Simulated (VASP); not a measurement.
Runs of VASP 6.6.1 on Rb. The structure is that of space group Fm-3m (No. 225), or close to it. The cells are those of the table. 

```tsv
cell	gap on the mesh (eV)	pressure (GPa)
a = 5.252, b = 5.252, c = 5.148 Å, angles 60.7, 60.7, 58.7°, 1 atom	none	(a)
a = 5.559 Å, angles 60.0°, 1 atom	none	-0.6
a = 4.736 Å, angles 60.0°, 1 atom	none	0.5
a = 5.046, b = 5.046, c = 4.942 Å, angles 60.7, 60.7, 58.6°, 1 atom	none	-0.1
```

Alike in all rows: task single point; level PBE+D3(BJ); potentials or basis VASP PAW PBE potentials, release 64 (Rb_sv); no spin polarisation; k mesh 12 × 12 × 12; cutoff (eV) 520; smearing gaussian 0.15 eV.

Fill in the values left out.

(a) -0.4.

A k mesh can miss the band edges, and the runs leave out spin-orbit coupling on Rb.

A gap of «none» marks levels without a gap at the run's occupations.
